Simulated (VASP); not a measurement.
# Be (Pm-3m) in VASP: notebook, part 2 of 2

VASP 6.6.1.

### Step 5. Single point, PBEsol (volume scaled by 1.08)

Contents of INCAR:

```
  PREC = Accurate
  ENCUT = 520
  EDIFF = 1E-6
  ISMEAR = -1
  SIGMA = 0.1
  LREAL = F
  LASPH = T
  NELM = 100
  ALGO = Normal
  ISIF = 2
  LWAVE = F
  LCHARG = T
  GGA = PS
  LELF = T
  LVHAR = T
  NBANDS = 7
```

Contents of KPOINTS:

```
regular mesh
0
Gamma
  16 16 16
```

Contents of POSCAR:

```
Be
1.0
    2.2215406244      0.0000000000      0.0000000000
    0.0000000000      2.2215406244      0.0000000000
    0.0000000000      0.0000000000      2.2215406244
Be
1
Direct
    0.0000000000      0.0000000000      0.0000000000
```

Potentials or basis: VASP PAW PBE potentials, release 64 (Be).

On the command line:

```sh
> cat potpaw_PBE.64/Be/POTCAR > POTCAR
> mpirun -np 1 vasp_std > vasp.out
```

OUTCAR:

```text
PREC = Accurate
   ENCUT = 520
   EDIFF = 1E-6
   ISMEAR = -1
   LREAL = F
   LASPH = T
   NELM = 100
   ISIF = 2
   GGA = PS

 ion  position               nearest neighbor table
   1  0.000  0.000  0.000-

  LATTYP: Found a simple cubic cell.
 ALAT       =     2.2215406244

  Lattice vectors:

 A1 = (   2.2215406244,   0.0000000000,   0.0000000000)
 A2 = (   0.0000000000,   2.2215406244,   0.0000000000)
 A3 = (   0.0000000000,   0.0000000000,   2.2215406244)

[... 409 lines left out ...]
 k-point    24 :       0.5000    0.1250    0.0000
  band No.  band energies     occupation
      1       0.3724      2.00000
      2       2.7267      2.00000
      3      18.3575      0.00000
      4      20.9828      0.00000
      5      23.5803      0.00000
      6      30.9672      0.00000
      7      31.1978      0.00000

 [... further k-points ...]
[... 5 lines left out ...]
  --------------------------------------------------------------------------------------
  -------------------------------------------------------------------------------------
  Total       -0.3327707     -0.3327707     -0.3327707     -0.0000000     -0.0000000     -0.0000000
  in kB      -48.6287195    -48.6287195    -48.6287195     -0.0000000     -0.0000000     -0.0000000
  external PRESSURE =     -48.6287195 kB  Pullay stress =       0.0000000 kB

 VOLUME and BASIS-vectors are now :
 -----------------------------------------------------------------------------
  energy-cutoff  :      520.00
  volume of cell :       10.96
      direct lattice vectors                 reciprocal lattice vectors
     2.221540624  0.000000000  0.000000000     0.450138066  0.000000000  0.000000000
     0.000000000  2.221540624  0.000000000     0.000000000  0.450138066  0.000000000
     0.000000000  0.000000000  2.221540624     0.000000000  0.000000000  0.450138066

 POSITION                                       TOTAL-FORCE (eV/Angst)
 -----------------------------------------------------------------------------------
      0.00000      0.00000      0.00000         0.000000      0.000000      0.000000
 -----------------------------------------------------------------------------------
    total drift:                                0.000000      0.000000     -0.000000

  FREE ENERGIE OF THE ION-ELECTRON SYSTEM (eV)
  ---------------------------------------------------
  free  energy   TOTEN  =        -2.9726867846 eV

  energy  without entropy=       -2.9600573653  energy(sigma->0) =       -2.96637207
```

It took 6.9 s on 1 thread of Intel Xeon Platinum 8259CL at 2.50GHz (Skylake/Cascade Lake), shared host; peak memory 0.12 GiB.

Results:

```yaml
Free_energy: -2.9727 eV
Pressure: -4.9 GPa
Band_gap_on_the_k_mesh: zero (band 1 reaches 9.44 eV, above the bottom of band 2 at 2.48 eV)
```

Levels at points of the mesh, in eV from the Fermi level:
```tsv
k point	band 1	band 2	band 3	band 4	band 5	band 6
(0.00, 0.00, 0.00)	-9.28	12.95	12.95	12.95	18.53	18.53
(0.50, 0.00, 0.00)	-4.33	-1.79	16.40	16.40	23.71	24.09
(0.50, 0.50, 0.00)	0.73	0.73	6.55	6.64	19.23	31.08
(0.50, 0.50, 0.50)	5.17	5.17	5.17	12.83	12.83	12.83
```

Caveat: the PAW data sets were made with another functional, which shifts forces and pressure a little.

### Step 6. Single point, PBEsol (volume scaled by 1.12)

Contents of INCAR:

```
SYSTEM = Be
ALGO = Normal
EDIFF = 1E-6
ENCUT = 520
GGA = PS
ISIF = 2
ISMEAR = -1
LASPH = .True.
LCHARG = .False.
LREAL = .False.
LWAVE = .False.
NBANDS = 7
NELM = 100
PREC = Accurate
SIGMA = 0.1
```

Contents of KPOINTS:

```
k-points
0
Gamma
  16 16 16
  0 0 0
```

Contents of POSCAR:

```
Be
1.0
    2.2486352535      0.0000000000      0.0000000000
    0.0000000000      2.2486352535      0.0000000000
    0.0000000000      0.0000000000      2.2486352535
Be
1
Direct
    0.0000000000      0.0000000000      0.0000000000
```

Potentials or basis: VASP PAW PBE potentials, release 64 (Be).

On the command line:

```sh
> cat potpaw_PBE.64/Be/POTCAR > POTCAR
> mpirun -np 1 vasp_std > vasp.out
```

OUTCAR:

```text
SYSTEM = Be
   EDIFF = 1E-6
   ENCUT = 520
   GGA = PS
   ISIF = 2
   ISMEAR = -1
   LASPH = .True.
   LREAL = .False.
   NELM = 100
   PREC = Accurate

 ion  position               nearest neighbor table
   1  0.000  0.000  0.000-

  LATTYP: Found a simple cubic cell.
 ALAT       =     2.2486352535

  Lattice vectors:

 A1 = (   2.2486352535,   0.0000000000,   0.0000000000)
 A2 = (   0.0000000000,   2.2486352535,   0.0000000000)
 A3 = (   0.0000000000,   0.0000000000,   2.2486352535)

Analysis of symmetry for initial positions (statically):
=====================================================================
 Subroutine PRICEL returns:
 Original cell was already a primitive cell.

 Routine SETGRP: Setting up the symmetry group for a
 simple cubic supercell.

 Subroutine GETGRP returns: Found 48 space group operations
 (whereof 48 operations were pure point group operations)
 out of a pool of 48 trial point group operations.

The static configuration has the point symmetry O_h .

Analysis of symmetry for dynamics (positions and initial velocities):
=====================================================================
[... 152 lines left out ...]
  free energy    TOTEN  =        -2.95772256 eV

  energy without entropy =       -2.94499188  energy(sigma->0) =       -2.95135722

 E-fermi :   4.0083     XC(G=0):  -9.4577

 val. band max:        3.9659257492   @ k =   0.5000   0.3125   0.1250
 cond. band min:       4.0488909001   @ k =   0.5000   0.3125   0.2500
 fundamental gap:      0.0829651509
 Fermi energy:         4.0083318049

 k-point     1 :       0.0000    0.0000    0.0000
  band No.  band energies     occupation
      1      -5.0718      2.00000
      2      16.6331      0.00000
      3      16.6331      0.00000
      4      16.6331      0.00000
      5      22.1705      0.00000
      6      22.1705      0.00000
      7      29.8442      0.00000
[... 221 lines left out ...]
 k-point    24 :       0.5000    0.1250    0.0000
  band No.  band energies     occupation
      1       0.2662      2.00000
      2       2.4415      2.00000
      3      17.7173      0.00000
      4      20.2684      0.00000
      5      22.9245      0.00000
      6      30.1365      0.00000
      7      30.3171      0.00000

 [... further k-points ...]
[... 5 lines left out ...]
  --------------------------------------------------------------------------------------
  -------------------------------------------------------------------------------------
  Total       -0.4895880     -0.4895880     -0.4895880      0.0000000     -0.0000000      0.0000000
  in kB      -68.9897109    -68.9897109    -68.9897109      0.0000000     -0.0000000      0.0000000
  external PRESSURE =     -68.9897109 kB  Pullay stress =       0.0000000 kB

 VOLUME and BASIS-vectors are now :
 -----------------------------------------------------------------------------
  energy-cutoff  :      520.00
  volume of cell :       11.37
      direct lattice vectors                 reciprocal lattice vectors
     2.248635253  0.000000000  0.000000000     0.444714188  0.000000000  0.000000000
     0.000000000  2.248635253  0.000000000     0.000000000  0.444714188  0.000000000
     0.000000000  0.000000000  2.248635253     0.000000000  0.000000000  0.444714188

 POSITION                                       TOTAL-FORCE (eV/Angst)
 -----------------------------------------------------------------------------------
      0.00000      0.00000      0.00000         0.000000      0.000000      0.000000
 -----------------------------------------------------------------------------------
    total drift:                                0.000000     -0.000000     -0.000000

  FREE ENERGIE OF THE ION-ELECTRON SYSTEM (eV)
  ---------------------------------------------------
  free  energy   TOTEN  =        -2.9577225606 eV

  energy  without entropy=       -2.9449918825  energy(sigma->0) =       -2.95135722
```

stdout:

```text
POSCAR found type information on POSCAR Be
 POSCAR found :  1 types and       1 ions
 scaLAPACK will be used
 -----------------------------------------------------------------------------
|                                                                             |
|                                                                             |
|     You enforced a specific xc type in the INCAR file but a different       |
|     I HOPE YOU KNOW WHAT YOU ARE DOING!                                     |
|                                                                             |
 -----------------------------------------------------------------------------

 LDA part: xc-table for (Slater+PW92), standard interpolation
 POSCAR, INCAR and KPOINTS ok, starting setup
 FFT: planning ... GRIDC
 FFT: planning ... GRID_SOFT
 FFT: planning ... GRID
 WAVECAR not read
 entering main loop
```

Run time: 7.7 s. Hardware: 1 thread of Intel Xeon Platinum 8259CL at 2.50GHz (Skylake/Cascade Lake), shared host; peak memory 0.12 GiB.

What came out:

```yaml
Free_energy: -2.9577 eV
Pressure: -6.9 GPa
Band_gap_on_the_k_mesh: zero (band 1 reaches 9.06 eV, above the bottom of band 2 at 2.19 eV)
```

Levels at points of the mesh, in eV from the Fermi level:
| k point | band 1 | band 2 | band 3 | band 4 | band 5 | band 6 |
| --- | --- | --- | --- | --- | --- | --- |
| (0.00, 0.00, 0.00) | -9.08 | 12.62 | 12.62 | 12.62 | 18.16 | 18.16 |
| (0.50, 0.00, 0.00) | -4.17 | -1.82 | 15.95 | 15.95 | 23.17 | 23.56 |
| (0.50, 0.50, 0.00) | 0.74 | 0.74 | 6.33 | 6.50 | 18.68 | 30.37 |
| (0.50, 0.50, 0.50) | 5.05 | 5.05 | 5.05 | 12.61 | 12.61 | 12.61 |

Caveat: the PAW data sets were made with another functional, which shifts forces and pressure a little.

### Step 7. Overview

```tsv
cell	gap on the mesh (eV)	pressure (GPa)
a = 2.075 Å, 1 atom	none	12.7
a = 2.106 Å, 1 atom	none	7.8
a = 2.165 Å, 1 atom	none	0.4
a = 2.222 Å, 1 atom	none	-4.9
a = 2.249 Å, 1 atom	none	-6.9
```

Alike in all rows: task single point; level PBEsol; potentials or basis VASP PAW PBE potentials, release 64 (Be); no spin polarisation; k mesh 16 × 16 × 16; cutoff (eV) 520; smearing fermi-dirac 0.1 eV.

Caveats: the PAW data sets were made with another functional, which shifts forces and pressure a little.

Total energies depend on the potentials used, so only differences within one code and one set of settings carry meaning.
